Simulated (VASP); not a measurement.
# Sb2Se (I4/mmm) in VASP: single point with PBE

Aim: the single point of Sb2Se with PBE.

Program: VASP 6.6.1. These are calculated values, not measurements. Logs are shortened: lines on timing, memory, paths and dates and some standing lists are left out, and cuts for length are marked.

**1. The cell of the first run**

Symmetry: I4/mmm, No. 139, tetragonal system. The conventional cell has a = 5.428 Å, b = 5.428 Å, c = 6.064 Å, α = 90.00°, β = 90.00°, γ = 90.00°. Within 4.0 Å of Sb (site symmetry -4m2) lie 6 Sb at 3.03 to 3.84 Å and 4 Se at 3.11 Å. Se (site symmetry 4/mmm) has 8 Sb at 3.11 Å within 4.1 Å.

**2. Single point, PBE**

File POSCAR:

```
Sb2Se
1.0
   -2.7140522516      2.7140522516      3.0320604981
    2.7140522516     -2.7140522516      3.0320604981
    2.7140522516      2.7140522516     -3.0320604981
Sb Se
2 1
Direct
    0.7500000000      0.2500000000      0.5000000000
    0.2500000000      0.7500000000      0.5000000000
    0.0000000000      0.0000000000      0.0000000000
```

File INCAR.step1:

```
  PREC = Accurate
  ENCUT = 520
  EDIFF = 1E-6
  ISMEAR = 0
  SIGMA = 0.1
  LREAL = False
  LASPH = True
  NELM = 80
  ALGO = Normal
  ISIF = 2
  LWAVE = False
  LCHARG = True
  GGA = PE
  NBANDS = 15
```

File KPOINTS.step1:

```
Automatic mesh
0
Gamma
  12 12 12
```

File INCAR.step2:

```
  PREC = Accurate
  ENCUT = 520
  EDIFF = 1E-6
  ISMEAR = -5
  SIGMA = 0.1
  LREAL = False
  LASPH = True
  NELM = 80
  ALGO = Normal
  ISIF = 2
  LWAVE = False
  LCHARG = False
  GGA = PE
  LORBIT = 11
  NEDOS = 1001
  ICHARG = 11
```

File KPOINTS.step2:

```
Automatic mesh
0
Gamma
  18 18 18
```

Potentials or basis: VASP PAW PBE potentials, release 64 (Sb, Se).

Started as:

```console
cat potpaw_PBE.64/Sb/POTCAR potpaw_PBE.64/Se/POTCAR > POTCAR
cp INCAR.step1 INCAR
cp KPOINTS.step1 KPOINTS
mpirun -np 1 vasp_std > vasp.out
cp INCAR.step2 INCAR
cp KPOINTS.step2 KPOINTS
mpirun -np 1 vasp_std > vasp.out
```

OUTCAR:

```text
PREC = Accurate
   ENCUT = 520
   EDIFF = 1E-6
   ISMEAR = -5
   LREAL = False
   LASPH = True
   NELM = 80
   ISIF = 2
   GGA = PE
   LORBIT = 11
   ICHARG = 11

 ion  position               nearest neighbor table
   1  0.750  0.250  0.500-   2 3.03   2 3.03   3 3.11   3 3.11   3 3.11   3 3.11
   2  0.250  0.750  0.500-   1 3.03   1 3.03   3 3.11   3 3.11   3 3.11   3 3.11
   3  0.000  0.000  0.000-   1 3.11   2 3.11   1 3.11   2 3.11   1 3.11   2 3.11   1 3.11   2 3.11

  LATTYP: Found a body centered tetragonal cell.
 ALAT       =     5.4281045032
 C/A-ratio  =     1.1171710111

  Lattice vectors:

 A1 = (  -2.7140522516,   2.7140522516,   3.0320604981)
 A2 = (   2.7140522516,  -2.7140522516,   3.0320604981)
 A3 = (   2.7140522516,   2.7140522516,  -3.0320604981)

Analysis of symmetry for initial positions (statically):
=====================================================================
 Subroutine PRICEL returns:
 Original cell was already a primitive cell.

 Routine SETGRP: Setting up the symmetry group for a
 body centered tetragonal supercell.

 Subroutine GETGRP returns: Found 16 space group operations
 (whereof 16 operations were pure point group operations)
 out of a pool of 16 trial point group operations.

The static configuration has the point symmetry D_4h.

Analysis of symmetry for dynamics (positions and initial velocities):
=====================================================================
 Subroutine PRICEL returns:
 Original cell was already a primitive cell.

 Routine SETGRP: Setting up the symmetry group for a
 body centered tetragonal supercell.

 Subroutine GETGRP returns: Found 16 space group operations
 (whereof 16 operations were pure point group operations)
 out of a pool of 16 trial point group operations.

The dynamic configuration has the point symmetry D_4h.

 Subroutine INISYM returns: Found 16 space group operations
 (whereof 16 operations are pure point group operations),
 and found     1 'primitive' translations

----------------------------------------------------------------------------------------

                                     Primitive cell

  volume of cell :      89.3376

  direct lattice vectors                    reciprocal lattice vectors
    -2.714052252  2.714052252  3.032060498     0.000000000  0.184226372  0.164904361
     2.714052252 -2.714052252  3.032060498     0.184226372  0.000000000  0.164904361
[... 107 lines left out ...]
   IMIX   =      4    mixing-type and parameters
     AMIX     =   0.40;   BMIX     =  1.00
     AMIX_MAG =   1.60;   BMIX_MAG =  1.00
  volume/ion in A,a.u.               =      29.78       200.96
  Fermi-wavevector in a.u.,A,eV,Ry     =   0.922791  1.743822 11.585952  0.851543
  Thomas-Fermi vector in A             =   2.048357
   LORBIT       =     11    0 simple, 1 ext, 2 COOP (PROOUT), +10 PAW based schemes
   GGA     = PE    functional components
   LHFCALC =     F    Hartree Fock is set to
   AEXX    =    0.0000 exact exchange contribution
   IVDW    =     0    specifies the selected vdW correction
   LEPSILON=     F    determine dielectric tensor
   LRPA    =     F    only Hartree local field effects (RPA)
 non-spin polarized calculation
 Fermi weights with tetrahedron method with Bloechl corrections
  energy-cutoff  :      520.00
  volume of cell :       89.34
 maximum number of plane-waves:      2444

 number of electron      15.9999999 magnetization

 Free energy of the ion-electron system (eV)
  ---------------------------------------------------
  ext. energy  EPLUGINS =         0.00000000
  ---------------------------------------------------
  free energy    TOTEN  =       -10.60266509 eV

  energy without entropy =      -10.60266509  energy(sigma->0) =      -10.60266509

 E-fermi :   5.6620     XC(G=0):  -9.2921

 val. band max:        5.7224806838   @ k =  -0.2222  -0.2222   0.2222
 cond. band min:       5.5944065595   @ k =   0.4444   0.1667   0.0000
 fundamental gap:     -0.1280741243
 Fermi energy:         5.6619880762

 k-point     1 :       0.0000    0.0000    0.0000
  band No.  band energies     occupation
      1      -8.4709      2.00000
      2      -3.4473      2.00000
      3      -0.9189      2.00000
      4       1.9813      2.00000
      5       1.9813      2.00000
      6       2.1121      2.00000
      7       2.9491      2.00000
      8       4.4313      2.00000
      9       4.4313      2.00000
     10       6.9129      0.00000
     11       6.9129      0.00000
     12       9.3444      0.00000
[... 331 lines left out ...]
 k-point    24 :      -0.2222    0.0556   -0.0000
  band No.  band energies     occupation
      1      -8.2697      2.00000
      2      -3.7755      2.00000
      3      -1.6971      2.00000
      4       1.6501      2.00000
      5       1.9989      2.00000
      6       2.4485      2.00000
      7       3.3628      2.00000
      8       4.6083      2.00000
      9       5.5458      1.98008
     10       6.5764      0.00000
     11       7.1422      0.00000
     12       9.6036      0.00000

 [... further k-points ...]

------------------------ aborting loop because EDIFF is reached ----------------------------------------

  FORCE on cell =-STRESS in cart. coord.  units (eV):
  Direction    XX          YY          ZZ          XY          YZ          ZX
  --------------------------------------------------------------------------------------
  -------------------------------------------------------------------------------------
  Total       -0.0233875     -0.0233875     -0.0200895      0.0000000      0.0000000     -0.0000000
  in kB       -0.4194314     -0.4194314     -0.3602851      0.0000000      0.0000000     -0.0000000
  external PRESSURE =      -0.3997160 kB  Pullay stress =       0.0000000 kB

 VOLUME and BASIS-vectors are now :
 -----------------------------------------------------------------------------
  energy-cutoff  :      520.00
  volume of cell :       89.34
      direct lattice vectors                 reciprocal lattice vectors
    -2.714052252  2.714052252  3.032060498     0.000000000  0.184226372  0.164904361
     2.714052252 -2.714052252  3.032060498     0.184226372  0.000000000  0.164904361
     2.714052252  2.714052252 -3.032060498     0.184226372  0.184226372  0.000000000

 POSITION                                       TOTAL-FORCE (eV/Angst)
 -----------------------------------------------------------------------------------
      0.00000      2.71405      1.51603         0.000000      0.000000      0.000000
      2.71405      0.00000      1.51603        -0.000000     -0.000000      0.000000
      0.00000      0.00000      0.00000         0.000000     -0.000000     -0.000000
 -----------------------------------------------------------------------------------
    total drift:                               -0.000000      0.000000      0.000000

  FREE ENERGIE OF THE ION-ELECTRON SYSTEM (eV)
  ---------------------------------------------------
  free  energy   TOTEN  =       -10.6026650878 eV

  energy  without entropy=      -10.6026650878  energy(sigma->0) =      -10.60266509

 total charge

# of ion       s       p       d       tot
------------------------------------------
    1        1.264   1.014   0.034   2.311
    2        1.264   1.014   0.034   2.311
    3        1.524   2.134   0.047   3.705
--------------------------------------------------
tot          4.052   4.161   0.114   8.327
```

Wall time 7.4 min (1 thread of Intel Xeon 8259CL, shared host); peak memory 0.66 GiB.

Results:

| Item | Value |
| --- | --- |
| Valence electrons inside the program's atomic spheres | Sb 2.31; Se 3.71 |

Caveat: spin-orbit coupling is left out, which moves the levels of the heavy elements; tetrahedron occupations give inexact forces and stress in metals.
